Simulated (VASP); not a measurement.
# Sb (R-3m) in VASP: a series of runs, part 2 of 2

VASP 6.6.1.

**3. Single point, r2SCAN**

POSCAR

```
Sb
1.0
    2.1705056180      1.2531420028      3.8694290027
   -2.1705056180      1.2531420028      3.8694290027
    0.0000000000     -2.5062840056      3.8694290027
Sb
2
Direct
    0.2313985280      0.2313985280      0.2313985280
    0.7686014720      0.7686014720      0.7686014720
```

INCAR.step1

```
ALGO = Normal
EDIFF = 1E-4
ENCUT = 520
GGA = PE
ISMEAR = 0
LASPH = True
LCHARG = False
LREAL = False
LWAVE = True
NBANDS = 12
NELM = 80
PREC = Accurate
SIGMA = 0.1
```

INCAR.step2

```
ALGO = Normal
EDIFF = 1E-7
ENCUT = 520
ISIF = 2
ISMEAR = 0
ISTART = 1
LASPH = True
LCHARG = False
LMIXTAU = True
LREAL = False
LWAVE = False
METAGGA = R2SCAN
NBANDS = 12
NELM = 80
PREC = Accurate
SIGMA = 0.1
```

KPOINTS

```
k-points
0
Gamma
  12 12 12
```

Potentials or basis: VASP PAW PBE potentials, release 64 (Sb).

On the command line:

```console
$ cat potpaw_PBE.64/Sb/POTCAR > POTCAR
$ cp INCAR.step1 INCAR
$ mpirun -np 1 vasp_std > vasp.out
$ cp INCAR.step2 INCAR
$ mpirun -np 1 vasp_std > vasp.out
```

OUTCAR:

```text
EDIFF = 1E-7
   ENCUT = 520
   ISIF = 2
   ISMEAR = 0
   ISTART = 1
   LASPH = True
   LREAL = False
   METAGGA = R2SCAN
   NELM = 80
   PREC = Accurate

 ion  position               nearest neighbor table
   1  0.231  0.231  0.231-   2 2.92   2 2.92   2 2.92   2 3.45   2 3.45   2 3.45
   2  0.769  0.769  0.769-   1 2.92   1 2.92   1 2.92   1 3.45   1 3.45   1 3.45

  LATTYP: Found a trigonal (rhomboedric) cell.
 ALAT       =     4.6101995970
 COS(alpha) =     0.5566850602

[... 549 lines left out ...]

------------------------ aborting loop because EDIFF is reached ----------------------------------------

  FORCE on cell =-STRESS in cart. coord.  units (eV):
  Direction    XX          YY          ZZ          XY          YZ          ZX
  --------------------------------------------------------------------------------------
  -------------------------------------------------------------------------------------
  Total        0.0511313      0.0511313      0.0269990      0.0000000      0.0000000      0.0000000
  in kB        1.2972921      1.2972921      0.6850140      0.0000000      0.0000000      0.0000000
  external PRESSURE =       1.0931994 kB  Pullay stress =       0.0000000 kB

 VOLUME and BASIS-vectors are now :
 -----------------------------------------------------------------------------
  energy-cutoff  :      520.00
  volume of cell :       63.15
      direct lattice vectors                 reciprocal lattice vectors
     2.170505618  1.253142003  3.869429003     0.230361072  0.132999027  0.086145355
    -2.170505618  1.253142003  3.869429003    -0.230361072  0.132999027  0.086145355
     0.000000000 -2.506284006  3.869429003     0.000000000 -0.265998053  0.086145355

 POSITION                                       TOTAL-FORCE (eV/Angst)
 -----------------------------------------------------------------------------------
      0.00000      0.00000      2.68614         0.000000      0.000000      0.054530
      0.00000      0.00000      8.92215         0.000000     -0.000000     -0.054530
 -----------------------------------------------------------------------------------
    total drift:                               -0.000000     -0.000000     -0.000000

  FREE ENERGIE OF THE ION-ELECTRON SYSTEM (eV)
  ---------------------------------------------------
  free  energy   TOTEN  =       -51.3933463563 eV

  energy  without entropy=      -51.3927128093  energy(sigma->0) =      -51.39302958
```

OUTCAR.step1:

```text
EDIFF = 1E-4
   ENCUT = 520
   GGA = PE
   ISMEAR = 0
   LASPH = True
[... 582 lines left out ...]
 -----------------------------------------------------------------------------------
      0.00000      0.00000      2.68614         0.000000      0.000000      0.221249
      0.00000      0.00000      8.92215         0.000000     -0.000000     -0.221249
 -----------------------------------------------------------------------------------
    total drift:                               -0.000000     -0.000000     -0.000000

  FREE ENERGIE OF THE ION-ELECTRON SYSTEM (eV)
  ---------------------------------------------------
  free  energy   TOTEN  =        -8.2685063111 eV

  energy  without entropy=       -8.2677792428  energy(sigma->0) =       -8.26814278
```

OSZICAR.step1:

```text
N       E                     dE             d eps       ncg     rms          rms(c)
DAV:   1     0.351266133702E+02    0.35127E+02   -0.35411E+03  4536   0.652E+02
DAV:   2    -0.626636763250E+01   -0.41393E+02   -0.39856E+02  5968   0.106E+02
DAV:   3    -0.825318891800E+01   -0.19868E+01   -0.19670E+01  5540   0.258E+01
DAV:   4    -0.827109636054E+01   -0.17907E-01   -0.17904E-01  5368   0.293E+00
DAV:   5    -0.827132245006E+01   -0.22609E-03   -0.22609E-03  5512   0.362E-01    0.290E+00
DAV:   6    -0.826926772337E+01    0.20547E-02   -0.31789E-03  5360   0.359E-01    0.175E+00
DAV:   7    -0.826835427891E+01    0.91344E-03   -0.74509E-03  5328   0.546E-01    0.781E-02
DAV:   8    -0.826846968451E+01   -0.11541E-03   -0.29899E-04  5520   0.102E-01    0.283E-02
DAV:   9    -0.826850631111E+01   -0.36627E-04   -0.52512E-05  3564   0.437E-02
   1 F= -.82685063E+01 E0= -.82681428E+01  d E =-.727068E-03
```

Run time: 4.3 min. Hardware: 1 thread of Intel Xeon Platinum 8559C (Emerald Rapids), shared host; peak memory 0.29 GiB.

What came out:

* Free energy: -51.3933 eV
* Pressure: 0.1 GPa
* Largest force: 0.055 eV/Å
* Band gap on the k mesh: zero (band 5 reaches 6.76 eV, above the bottom of band 6 at 6.61 eV)

Forces on the atoms (eV/Å):
```
Sb   0.000  0.000  0.055
Sb   0.000  0.000 -0.055
```

Caveat: the PAW data sets were made with another functional, which shifts forces and pressure a little; spin-orbit coupling is left out, which moves the levels of the heavy elements.
